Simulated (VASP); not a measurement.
# PtS2 in VASP: single point with PBE+D4

Aim: the single point of PtS2 with PBE+D4.

Program: VASP 6.6.1. These are calculated values, not measurements. Logs are shortened: lines on timing, memory, paths and dates and some standing lists are left out, and cuts for length are marked.

### 1 The cell of the first run

The cell holds a slab with vacuum, 6 atoms: a = 3.542 Å, b = 3.542 Å, c = 22.467 Å, α = 90.00°, β = 90.00°, γ = 120.00°.

### 2 Single point, PBE+D4

File INCAR:

```
SYSTEM = PtS2
PREC     = Accurate       ! precision mode
ENCUT    = 400            ! plane-wave cutoff, eV
EDIFF    = 1E-6           ! SCF threshold, eV
ISMEAR   = 0              ! smearing method
SIGMA    = 0.05           ! smearing width, eV
LREAL    = .False.        ! projectors in reciprocal space
LASPH    = .True.         ! aspherical terms in the spheres
NELM     = 120            ! most SCF steps
ALGO     = Normal         ! electronic algorithm
ISIF     = 2              ! what is computed and relaxed
LWAVE    = .False.        ! write WAVECAR
LCHARG   = .True.         ! write CHGCAR
LDIPOL   = .True.       
IDIPOL   = 3            
DIPOL    = 0.5 0.5 0.370
GGA      = PE             ! functional
IVDW     = 13             ! dispersion correction
LELF     = .True.         ! ELF
LVHAR    = .True.       
LVACPOTAV= .True.       
NBANDS   = 31             ! bands
GGA_COMPAT= .False.      
NELMDL   = -8
```

File KPOINTS:

```
Automatic mesh
0
Gamma
  9 9 1
  0 0 0
```

File POSCAR:

```
PtS2
1.0
    3.5415278079      0.0000000000      0.0000000000
   -1.7707639039      3.0670530498      0.0000000000
    0.0000000000      0.0000000000     22.4670615492
S Pt
4 2
Direct
    0.6666666667      0.3333333333      0.2002932155
    0.3333333333      0.6666666667      0.3104316215
    0.6666666667      1.3333333333      0.4295672264
    1.0000000000      1.0000000000      0.5399063809
    0.0000000000      0.0000000000      0.2557422779
    1.3333333333      1.6666666667      0.4845300444
```

Potentials or basis: VASP PAW PBE potentials, release 64 (S, Pt).

On the command line:

```bash
> cat potpaw_PBE.64/S/POTCAR potpaw_PBE.64/Pt/POTCAR > POTCAR
> mpirun -np 1 vasp_std > vasp.out
```

OUTCAR:

```text
SYSTEM = PtS2
   PREC = Accurate
   ENCUT = 400
   EDIFF = 1E-6
   ISMEAR = 0
   LREAL = .False.
   LASPH = .True.
   NELM = 120
   ISIF = 2
   GGA = PE
   IVDW = 13
   NELMDL = -8

 ion  position               nearest neighbor table
   1  0.667  0.333  0.200-   5 2.39   5 2.39   5 2.39
   2  0.333  0.667  0.310-   5 2.39   5 2.39   5 2.39
   3  0.667  0.333  0.430-   6 2.39   6 2.39   6 2.39
   4  0.000  0.000  0.540-   6 2.39   6 2.39   6 2.39
   5  0.000  0.000  0.256-   2 2.39   2 2.39   2 2.39   1 2.39   1 2.39   1 2.39
   6  0.333  0.667  0.485-   3 2.39   3 2.39   3 2.39   4 2.39   4 2.39   4 2.39

  LATTYP: Found a hexagonal cell.
 ALAT       =     3.5415278079
 C/A-ratio  =     6.3438896340

  Lattice vectors:

 A1 = (   3.5415278079,   0.0000000000,   0.0000000000)
 A2 = (  -1.7707639039,   3.0670530498,   0.0000000000)
 A3 = (   0.0000000000,   0.0000000000,  22.4670615492)

Analysis of symmetry for initial positions (statically):
=====================================================================
 Subroutine PRICEL returns:
 Original cell was already a primitive cell.

 Routine SETGRP: Setting up the symmetry group for a
 hexagonal supercell.

 Subroutine GETGRP returns: Found  6 space group operations
 (whereof  6 operations were pure point group operations)
 out of a pool of 24 trial point group operations.

The static configuration has the point symmetry C_3v.

Analysis of symmetry for dynamics (positions and initial velocities):
=====================================================================
 Subroutine PRICEL returns:
 Original cell was already a primitive cell.

 Routine SETGRP: Setting up the symmetry group for a
 hexagonal supercell.

 Subroutine GETGRP returns: Found  6 space group operations
 (whereof  6 operations were pure point group operations)
 out of a pool of 24 trial point group operations.

The dynamic configuration has the point symmetry C_3v.

 Subroutine INISYM returns: Found  6 space group operations
 (whereof  6 operations are pure point group operations),
 and found     1 'primitive' translations

----------------------------------------------------------------------------------------

                                     Primitive cell

  volume of cell :     244.0384

  direct lattice vectors                    reciprocal lattice vectors
     3.541527808  0.000000000  0.000000000     0.282364012  0.163022938  0.000000000
    -1.770763904  3.067053050  0.000000000     0.000000000  0.326045877  0.000000000
[... 88 lines left out ...]
   POTIM  = 0.5000    time-step for ionic-motion
   TEBEG  =    0.0;   TEEND  =   0.0 temperature during run
   PSTRESS=    0.0 pullay stress
   NELECT =      44.0000    total number of electrons
   NUPDOWN=      -1.0000    fix difference up-down
   EMIN   =  10.00;   EMAX   =-10.00  energy-range for DOS
   EFERMI =   0.00;   METHOD = LEGACY
   ISMEAR =     0;   SIGMA  =   0.05  broadening in eV -4-tet -1-fermi 0-gaus
   EFERMI_NEDOS =   21; number of points for ismear=-14 and -15
   IALGO  =     38    algorithm
   IMIX   =      4    mixing-type and parameters
     AMIX     =   0.40;   BMIX     =  1.00
     AMIX_MAG =   1.60;   BMIX_MAG =  1.00
  volume/ion in A,a.u.               =      40.67       274.48
  Fermi-wavevector in a.u.,A,eV,Ry     =   0.924854  1.747720 11.637800  0.855354
  Thomas-Fermi vector in A             =   2.050645
   LORBIT       =      0    0 simple, 1 ext, 2 COOP (PROOUT), +10 PAW based schemes
   GGA     = PE    functional components
   LHFCALC =     F    Hartree Fock is set to
   AEXX    =    0.0000 exact exchange contribution
   IVDW    =    13    specifies the selected vdW correction
   LEPSILON=     F    determine dielectric tensor
   LRPA    =     F    only Hartree local field effects (RPA)
 non-spin polarized calculation
 Gauss-broadening in eV      SIGMA  =   0.05
  energy-cutoff  :      400.00
  volume of cell :      244.04
 maximum number of plane-waves:      4458
 NGX is ok and might be reduce to    24
   NGX = 11   NGY = 11   NGZ = 73

 number of electron      43.9999986 magnetization

 dipolmoment           0.000000      0.000000     -0.007538 electrons x Angstroem

 Free energy of the ion-electron system (eV)
  ---------------------------------------------------
  ext. energy  EPLUGINS =         0.00000000
  ---------------------------------------------------
  free energy    TOTEN  =       -30.82595600 eV

  energy without entropy =      -30.82595600  energy(sigma->0) =      -30.82595600

 E-fermi :  -0.0475     XC(G=0):  -5.3525

 val. band max:       -0.2637704984   @ k =   0.1111  -0.0000   0.0000
 cond. band min:       0.8552409537   @ k =   0.2222   0.0000   0.0000
 fundamental gap:      1.1190114522
 Fermi energy:        -0.0475387745

 k-point     1 :       0.0000    0.0000    0.0000
  band No.  band energies     occupation
      1     -15.0528      2.00000
      2     -14.8336      2.00000
      3     -12.9160      2.00000
      4     -12.5280      2.00000
      5      -6.5302      2.00000
      6      -6.4711      2.00000
[... 397 lines left out ...]
     30       7.9550      0.00000
     31       8.1348      0.00000

------------------------ aborting loop because EDIFF is reached ----------------------------------------

  DFT-D4 for vdW energy calculation

  Edisp (eV):   -2.20496

  FORCE on cell =-STRESS in cart. coord.  units (eV):
  Direction    XX          YY          ZZ          XY          YZ          ZX
  --------------------------------------------------------------------------------------
  -------------------------------------------------------------------------------------
  Total      -0.11709    -0.11709    -0.26707    -0.00000     0.00000     0.00000
  in kB      -0.76875    -0.76875    -1.75339    -0.00000     0.00000     0.00000
  external pressure =       -1.10 kB  Pullay stress =        0.00 kB

 VOLUME and BASIS-vectors are now :
 -----------------------------------------------------------------------------
  energy-cutoff  :      400.00
  volume of cell :      244.04
      direct lattice vectors                 reciprocal lattice vectors
     3.541527808  0.000000000  0.000000000     0.282364012  0.163022938  0.000000000
    -1.770763904  3.067053050  0.000000000     0.000000000  0.326045877  0.000000000
     0.000000000  0.000000000 22.467061549     0.000000000  0.000000000  0.044509603

 POSITION                                       TOTAL-FORCE (eV/Angst)
 -----------------------------------------------------------------------------------
      1.77076      1.02235      4.50000         0.000000     -0.000000      0.051510
     -0.00000      2.04470      6.97449        -0.000000      0.000000     -0.058874
      1.77076      1.02235      9.65111        -0.000000     -0.000000      0.061509
      0.00000      0.00000     12.13011         0.000000     -0.000000     -0.051131
      0.00000      0.00000      5.74578        -0.000000      0.000000     -0.008790
     -0.00000      2.04470     10.88597        -0.000000     -0.000000      0.005775
 -----------------------------------------------------------------------------------
    total drift:                               -0.000000      0.000000     -0.000051

  FREE ENERGIE OF THE ION-ELECTRON SYSTEM (eV)
  ---------------------------------------------------
  free  energy   TOTEN  =       -33.0309177351 eV

  energy  without entropy=      -33.0309177351  energy(sigma->0) =      -33.03091774

 vacuum level on the upper side and lower side of the slab         5.430         5.554
```

Wall time 51 s (1 thread of Intel Xeon 6975P-C (Granite Rapids), shared host); peak memory 0.28 GiB.

Results:

```
Free energy                : -33.0309 eV
Largest force              : 0.062 eV/Å
Band gap on the k mesh     : 1.12 eV, indirect (least direct gap 1.41 eV)
Dispersion energy per atom : -0.367 eV
```

Forces on the atoms (eV/Å):
```
S    0.000  0.000  0.052
S    0.000  0.000 -0.059
S    0.000  0.000  0.062
S    0.000  0.000 -0.051
Pt   0.000  0.000 -0.009
Pt   0.000  0.000  0.006
```

Caveat: spin-orbit coupling is left out, which moves the levels of the heavy elements.
